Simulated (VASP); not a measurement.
# Be3H (P1) in VASP: relaxation of cell and atoms with PBE

Aim: the relaxation of cell and atoms of Be3H with PBE.

All numbers are computed with VASP 6.6.1; they aren't measurements. Logs are shortened: lines on timing, memory, paths and dates and some standing lists are left out, and cuts for length are marked.

### 1 The cell of the first run

The typed cell holds 8 atoms: a = 3.075 Å, b = 3.166 Å, c = 6.150 Å, α = 90.18°, β = 91.93°, γ = 89.81°.

### 2 Relaxation of cell and atoms, PBE

The input, INCAR:

```
PREC = Accurate
ENCUT = 600
EDIFF = 1E-6
ISMEAR = 0
SIGMA = 0.1
LREAL = F
LASPH = T
NELM = 60
ALGO = Normal
ISIF = 3
LWAVE = F
LCHARG = F
GGA = PE
IBRION = 2
NSW = 100
EDIFFG = -0.015
```

The input, KPOINTS:

```
Automatic mesh
0
Gamma
  8 8 4
```

The input, POSCAR:

```
Be3H
1.0
    3.0746173875      0.0051661742     -0.0516539419
    0.0051661742      3.1662771220     -0.0047674094
   -0.1033078839     -0.0095348187      6.1493111162
Be H
6 2
Direct
    0.9691109592      0.4803211367      0.2632308997
    0.0362843515      0.5169451211      0.7658537739
    0.4606110536      0.9694984785      0.2667732833
    0.4918344378      0.9899038541      0.7446900543
    0.5472864657      0.4746540810      0.0058525580
    0.4684464252      0.5126764437      0.5011332295
   -0.0144428199      0.0056218770      0.4537493188
    0.0408691269      1.0503790079     -0.0012831176
```

Potentials or basis: VASP PAW PBE potentials, release 64 (Be, H).

Launch:

```console
> cat potpaw_PBE.64/Be/POTCAR potpaw_PBE.64/H/POTCAR > POTCAR
> mpirun -np 1 vasp_std > vasp.out
```

OUTCAR:

```text
PREC = Accurate
   ENCUT = 600
   EDIFF = 1E-6
   ISMEAR = 0
   LREAL = F
   LASPH = T
   NELM = 60
   ISIF = 3
   GGA = PE
   IBRION = 2
   NSW = 100
   EDIFFG = -0.015

 ion  position               nearest neighbor table
   1  0.969  0.480  0.263-   5 2.01   6 2.09   6 2.16   3 2.17   3 2.20   3 2.21   3 2.25
   2  0.036  0.517  0.766-   4 2.06   5 2.12   6 2.14   5 2.15   4 2.18   4 2.24   6 2.35   4 2.37

   3  0.461  0.969  0.267-   6 2.04   1 2.17   1 2.20   1 2.21   6 2.24   1 2.25   5 2.26   5 2.29

   4  0.492  0.990  0.745-   2 2.06   6 2.12   2 2.18   5 2.22   6 2.24   2 2.24   5 2.29   2 2.37

   5  0.547  0.475  0.006-   1 2.01   2 2.12   2 2.15   4 2.22   3 2.26   3 2.29   4 2.29
   6  0.468  0.513  0.501-   3 2.04   1 2.09   4 2.12   2 2.14   1 2.16   4 2.24   3 2.24   2 2.35

   7  0.986  0.006  0.454-
   8  0.041  0.050  0.999-

  LATTYP: Found a triclinic cell.
 ALAT       =     3.0750555928
 B/A-ratio  =     2.7805304871
 C/A-ratio  =     1.0296675394
 COS(alpha) =     0.0001823146
 COS(beta)  =     0.0033367017
 COS(gamma) =     0.6951238452

  Lattice vectors:

 A1 = (  -3.0746173875,  -0.0051661742,   0.0516539419)
 A2 = (  -6.0459268911,  -0.0007975297,  -6.0460032324)
 A3 = (  -0.0051661742,  -3.1662771220,   0.0047674094)

Analysis of symmetry for initial positions (statically):
=====================================================================
 Subroutine PRICEL returns:
 Original cell was already a primitive cell.

 Routine SETGRP: Setting up the symmetry group for a
 triclinic supercell.

 Subroutine GETGRP returns: Found  1 space group operations
 (whereof  1 operations were pure point group operations)
 out of a pool of  2 trial point group operations.

The static configuration has the point symmetry C_1 .

Analysis of symmetry for dynamics (positions and initial velocities):
=====================================================================
 Subroutine PRICEL returns:
 Original cell was already a primitive cell.

 Routine SETGRP: Setting up the symmetry group for a
 triclinic supercell.

 Subroutine GETGRP returns: Found  1 space group operations
 (whereof  1 operations were pure point group operations)
 out of a pool of  2 trial point group operations.

The dynamic configuration has the point symmetry C_1 .

 Subroutine INISYM returns: Found  1 space group operations
 (whereof  1 operations are pure point group operations),
 and found     1 'primitive' translations

----------------------------------------------------------------------------------------

                                     Primitive cell

  volume of cell :      59.8469

  direct lattice vectors                    reciprocal lattice vectors
     3.074617388  0.005166174 -0.051653942     0.325336409 -0.000522598  0.005464813
     0.005166174  3.166277122 -0.004767409    -0.000522598  0.315829902  0.000480931
    -0.103307884 -0.009534819  6.149311116     0.002732406  0.000240465  0.162666119

  length of vectors
     3.075055593  3.166284926  6.150186228     0.325382723  0.315830700  0.162689244

  position of ions in fractional coordinates (direct lattice)
     0.969110959  0.480321137  0.263230900
     0.036284352  0.516945121  0.765853774
     0.460611054  0.969498479  0.266773283
     0.491834438  0.989903854  0.744690054
     0.547286466  0.474654081  0.005852558
     0.468446425  0.512676444  0.501133229
     0.985557180  0.005621877  0.453749319
     0.040869127  0.050379008  0.998716882

  ion indices of the primitive-cell ions
   primitive index   ion index
                 1           1
                 2           2
                 3           3
                 4           4
                 5           5
                 6           6
                 7           7
                 8           8

----------------------------------------------------------------------------------------

 KPOINTS: Automatic mesh

Automatic generation of k-mesh.
 Grid dimensions read from file:
 generate k-points for:    8    8    4

 Generating k-lattice:

  Cartesian coordinates                     Fractional coordinates (reciprocal lattice)
     0.040667051 -0.000065325  0.000683102     0.125000000  0.000000000  0.000000000
    -0.000065325  0.039478738  0.000060116    -0.000000000  0.125000000 -0.000000000
     0.000683102  0.000060116  0.040666530     0.000000000  0.000000000  0.250000000

  Length of vectors
     0.040672840  0.039478838  0.040672311

  Shift w.r.t. Gamma in fractional coordinates (k-lattice)
     0.000000000  0.000000000  0.000000000

 Subroutine IBZKPT returns following result:
 ===========================================

 Found    132 irreducible k-points:

 Following reciprocal coordinates:
            Coordinates               Weight
  0.000000  0.000000  0.000000      1.000000
  0.125000 -0.000000  0.000000      2.000000
  0.250000 -0.000000  0.000000      2.000000
  0.375000 -0.000000 -0.000000      2.000000
  0.500000 -0.000000  0.000000      1.000000
  0.000000  0.125000 -0.000000      2.000000
[... 16 lines left out ...]
  0.125000  0.375000 -0.000000      2.000000
  0.250000  0.375000  0.000000      2.000000
 [... further k-points ...]
   k-points           NKPTS =    132   k-points in BZ     NKDIM =    132   number of bands    NBANDS=     12
   number of dos      NEDOS =    301   number of ions     NIONS =      8
   total plane-waves  NPLWV =  39200
   dimension x,y,z NGX =    28 NGY =   28 NGZ =   50
   dimension x,y,z NGXF=    56 NGYF=   56 NGZF=  100
   ions per type =               6   2
   NGX,Y,Z   is equivalent  to a cutoff of  15.14, 14.70, 13.52 a.u.
   NGXF,Y,Z  is equivalent  to a cutoff of  30.28, 29.40, 27.03 a.u.
 SYSTEM =  unknown system
   PREC   = accura    normal or accurate (medium, high low for compatibility)
   ISTART =      0    job   : 0-new  1-cont  2-samecut
   ICHARG =      2    charge: 1-file 2-atom 10-const
   ISPIN  =      1    spin polarized calculation?
   LNONCOLLINEAR =      F non collinear calculations
   LSORBIT =      F    spin-orbit coupling
   LASPH  =      T    aspherical Exc in radial PAW
   ENCUT  =  600.0 eV  44.10 Ry    6.64 a.u.   6.14  6.32 12.28*2*pi/ulx,y,z
   NELM   =     60;   NELMIN=  2; NELMDL= -5     # of ELM steps
   EDIFF  = 0.1E-05   stopping-criterion for ELM
   LREAL  =      F    real-space projection
   EDIFFG = -.1E-01   stopping-criterion for IOM
   NSW    =    100    number of steps for IOM
   IBRION =      2    ionic relax: 0-MD 1-quasi-New 2-CG
   NFREE  =      1    steps in history (QN), initial steepest desc. (CG)
   ISIF   =      3    stress and relaxation
   ISYM   =      2    0-nonsym 1-usesym 2-fastsym
   POTIM  = 0.5000    time-step for ionic-motion
   TEBEG  =    0.0;   TEEND  =   0.0 temperature during run
   PSTRESS=    0.0 pullay stress
   NELECT =      14.0000    total number of electrons
   NUPDOWN=      -1.0000    fix difference up-down
   EMIN   =  10.00;   EMAX   =-10.00  energy-range for DOS
   EFERMI =   0.00;   METHOD = LEGACY
   ISMEAR =     0;   SIGMA  =   0.10  broadening in eV -4-tet -1-fermi 0-gaus
   EFERMI_NEDOS =   21; number of points for ismear=-14 and -15
   IALGO  =     38    algorithm
   IMIX   =      4    mixing-type and parameters
     AMIX     =   0.40;   BMIX     =  1.00
     AMIX_MAG =   1.60;   BMIX_MAG =  1.00
  volume/ion in A,a.u.               =       7.48        50.48
  Fermi-wavevector in a.u.,A,eV,Ry     =   1.008719  1.906203 13.844123  1.017514
  Thomas-Fermi vector in A             =   2.141603
   LORBIT       =      0    0 simple, 1 ext, 2 COOP (PROOUT), +10 PAW based schemes
   GGA     = PE    functional components
   LHFCALC =     F    Hartree Fock is set to
   AEXX    =    0.0000 exact exchange contribution
   IVDW    =     0    specifies the selected vdW correction
   LEPSILON=     F    determine dielectric tensor
   LRPA    =     F    only Hartree local field effects (RPA)
 conjugate gradient relaxation of ions
 non-spin polarized calculation
 Gauss-broadening in eV      SIGMA  =   0.10
  energy-cutoff  :      600.00
  volume of cell :       59.85
 maximum number of plane-waves:      2016
 NGX is ok and might be reduce to    28
   NGX = 13   NGY = 13   NGZ = 25

--------------------------------------- Ionic step        1  -------------------------------------------

 number of electron      14.0000000 magnetization

 Free energy of the ion-electron system (eV)
  ---------------------------------------------------
  ext. energy  EPLUGINS =         0.00000000
  ---------------------------------------------------
  free energy    TOTEN  =       -23.82188354 eV

  energy without entropy =      -23.81406856  energy(sigma->0) =      -23.81797605

------------------------ aborting loop because EDIFF is reached ----------------------------------------

  FORCE on cell =-STRESS in cart. coord.  units (eV):
  Direction    XX          YY          ZZ          XY          YZ          ZX
  --------------------------------------------------------------------------------------
  -------------------------------------------------------------------------------------
  Total       -0.6415642      0.7347217      0.4396281      0.1367532     -0.0484736      1.7381996
  in kB      -17.1754842     19.6694296     11.7694011      3.6610552     -1.2976998     46.5338005
  external PRESSURE =       4.7544489 kB  Pullay stress =       0.0000000 kB
[... 107 lines left out ...]
  FREE ENERGIE OF THE ION-ELECTRON SYSTEM (eV)
  ---------------------------------------------------
  free  energy   TOTEN  =       -24.3739449516 eV

  energy  without entropy=      -24.3646003137  energy(sigma->0) =      -24.36927263

 E-fermi :   5.0729     XC(G=0): -10.0038

 val. band max:        5.0695915567   @ k =   0.0000   0.5000  -0.0000
 cond. band min:       5.0862857857   @ k =   0.0000   0.2500   0.2500
 fundamental gap:      0.0166942291
 Fermi energy:         5.0729132667

 k-point     1 :       0.0000    0.0000    0.0000
  band No.  band energies     occupation
      1      -6.4338      2.00000
      2      -4.5627      2.00000
      3      -3.1268      2.00000
      4       1.3189      2.00000
      5       1.6430      2.00000
      6       2.5214      2.00000
      7       3.0741      2.00000
      8       4.7893      1.99994
      9       6.0896      0.00000
     10       7.7260      0.00000
     11       8.4845      0.00000
     12      10.6139      0.00000
[... 331 lines left out ...]
 k-point    24 :       0.2500    0.3750    0.0000
  band No.  band energies     occupation
      1      -4.1764      2.00000
      2      -2.5111      2.00000
      3      -1.0009      2.00000
      4      -0.6183      2.00000
      5       0.6289      2.00000
      6       2.5328      2.00000
      7       4.3565      2.00000
      8       6.2416      0.00000
      9       7.4640      0.00000
     10       9.2491      0.00000
     11      10.6299      0.00000
     12      11.2751      0.00000

 [... further k-points ...]

[... ionic steps 4 to 80 ...]

--------------------------------------- Ionic step       81  -------------------------------------------

 number of electron      14.0000000 magnetization

------------------------ aborting loop because EDIFF is reached ----------------------------------------
[... 79 lines left out ...]
--------------------------------------- Ionic step       83  -------------------------------------------

 number of electron      14.0000000 magnetization

 Free energy of the ion-electron system (eV)
  ---------------------------------------------------
  ext. energy  EPLUGINS =         0.00000000
  ---------------------------------------------------
  free energy    TOTEN  =       -27.27321176 eV

  energy without entropy =      -27.26913825  energy(sigma->0) =      -27.27117500

 E-fermi :   4.6790     XC(G=0):  -9.8824

 val. band max:        4.6342093274   @ k =  -0.3750   0.3750   0.0000
 cond. band min:       4.6925725371   @ k =   0.1250  -0.0000   0.0000
 fundamental gap:      0.0583632096
 Fermi energy:         4.6789923376

 k-point     1 :       0.0000    0.0000    0.0000
  band No.  band energies     occupation
      1      -6.6549      2.00000
      2      -4.5610      2.00000
      3      -3.1268      2.00000
      4       0.8572      2.00000
      5       1.7041      2.00000
      6       2.3857      2.00000
      7       2.6212      2.00000
      8       4.4537      1.99856
      9       6.0626      0.00000
     10       7.3892      0.00000
     11       8.3755      0.00000
     12      10.7027      0.00000
[... 331 lines left out ...]
 k-point    24 :       0.2500    0.3750    0.0000
  band No.  band energies     occupation
      1      -4.4748      2.00000
      2      -2.4278      2.00000
      3      -1.4204      2.00000
      4      -0.6808      2.00000
      5       0.8816      2.00000
      6       1.7240      2.00000
      7       4.5126      1.98137
      8       6.3495      0.00000
      9       7.1325      0.00000
     10       8.3004      0.00000
     11      10.1361      0.00000
     12      11.6041      0.00000

 [... further k-points ...]

------------------------ aborting loop because EDIFF is reached ----------------------------------------

  FORCE on cell =-STRESS in cart. coord.  units (eV):
  Direction    XX          YY          ZZ          XY          YZ          ZX
  --------------------------------------------------------------------------------------
  -------------------------------------------------------------------------------------
  Total       -0.0103744      0.0153080     -0.0215653      0.0216248     -0.0193459      0.0079032
  in kB       -0.2632771      0.3884801     -0.5472742      0.5487840     -0.4909508      0.2005648
  external PRESSURE =      -0.1406904 kB  Pullay stress =       0.0000000 kB
[... 23 lines left out ...]
  FREE ENERGIE OF THE ION-ELECTRON SYSTEM (eV)
  ---------------------------------------------------
  free  energy   TOTEN  =       -27.2732117561 eV

  energy  without entropy=      -27.2691382469  energy(sigma->0) =      -27.27117500

 reached required accuracy - stopping structural energy minimisation
```

Wall time 38 min (1 thread of Intel Xeon Platinum 8488C (Sapphire Rapids), shared host); peak memory 0.28 GiB.

What came out:

```
Free energy                           : -27.2732 eV
Relaxed volume                        : 7.89 Å³/atom
Relaxed cell                          : a = 2.258 Å, b = 3.731 Å, c = 7.500 Å, α = 92.12°, β = 90.02°, γ = 90.04°
Space group after relaxing (to 0.1 Å) : Pm (No. 6)
Energy gained by relaxing             : 431.4 meV/atom
Ionic steps                           : 83
Pressure after relaxing               : 0.0 GPa
Largest force after relaxing          : 0.013 eV/Å
Band gap on the k mesh                : zero (bands 7 and 8 overlap by 2.47 eV)
```

Forces on the atoms (eV/Å):
```
Be   0.001  0.003  0.001
Be  -0.005 -0.005  0.003
Be   0.002  0.003 -0.001
Be   0.000  0.004 -0.001
Be  -0.003 -0.012 -0.003
Be   0.004  0.001  0.009
H    0.005  0.001  0.000
H   -0.005  0.005 -0.008
```

Step by step:
```tsv
step	energy change (eV)	largest force (eV/Å)	pressure (GPa)	volume (Å³)
1	0.0000	1.1376	0.48	59.85
4	-0.7562	1.4422	-0.28	60.42
7	-1.5270	1.1254	1.54	61.50
10	-1.8859	0.3449	-1.74	63.71
13	-2.3014	0.8112	4.09	59.79
16	-2.3466	0.9228	6.97	58.35
19	-2.5227	0.6280	5.17	58.93
22	-2.6522	0.4614	-1.53	62.29
25	-2.7000	0.9178	-0.34	61.82
28	-2.7808	0.2926	0.91	60.86
31	-2.8701	0.4289	-0.05	61.56
34	-2.9866	0.2530	-0.52	61.58
37	-3.0438	0.2186	0.11	60.63
40	-3.0962	0.3556	-0.22	61.17
43	-3.1549	0.3365	0.17	61.41
46	-3.2432	0.4081	0.52	62.39
49	-3.2796	0.2473	-0.99	63.28
52	-3.3100	0.1296	0.34	62.28
55	-3.3173	0.1117	-0.17	62.56
58	-3.3326	0.1221	-0.10	62.67
61	-3.3436	0.1716	0.66	62.44
64	-3.3626	0.2153	-0.50	63.44
67	-3.3636	0.3748	-0.70	64.20
70	-3.4108	0.3111	0.24	63.39
73	-3.4348	0.2029	-0.21	63.45
76	-3.4477	0.0708	0.13	63.05
79	-3.4506	0.0374	-0.02	63.14
82	-3.4511	0.0358	0.04	63.11
83	-3.4513	0.0125	-0.01	63.13
```

Final structure:
```xyz
8
Lattice="2.2577 -0.0073 -0.0022 0.0092 3.7308 -0.0544 0.0046 -0.1676 7.4978" Properties=species:S:1:pos:R:3 pbc="T T T"
Be    2.1209    1.6747    2.2076
Be    2.1268    1.8580    5.8741
Be    0.9941    3.4951    1.4885
Be    0.9933    0.0233    5.8099
Be    0.9933    1.5973    0.2194
Be    0.9944    1.8159    4.1038
H     2.1155    0.0845    2.4780
H     0.9917    0.1045    0.1381
```

Levels at points of the mesh, in eV from the Fermi level:
```tsv
k point	band 5	band 6	band 7	band 8	band 9	band 10
(0.00, 0.00, 0.00)	-2.97	-2.29	-2.06	-0.23	1.38	2.71
(0.50, 0.00, 0.00)	-2.48	-2.40	1.37	2.58	3.36	3.40
(0.00, 0.50, 0.00)	-5.20	-4.92	-1.65	0.34	2.44	3.43
(0.50, 0.50, 0.00)	-2.37	-1.68	-1.31	1.21	2.47	2.68
(0.00, 0.00, 0.50)	-3.61	-2.20	-1.04	-0.58	2.34	3.51
(0.50, 0.00, 0.50)	-2.07	-1.25	0.05	2.16	2.91	3.80
(0.00, 0.50, 0.50)	-4.71	-3.55	-3.18	-1.09	5.19	5.54
(0.50, 0.50, 0.50)	-2.38	-1.72	-1.35	1.08	2.91	3.26
```

Caveat: a cell axis changed by over 15 % at a fixed basis, so the end point is rough.

The gap in the log of VASP goes by the Fermi energy; the results here count the filled bands.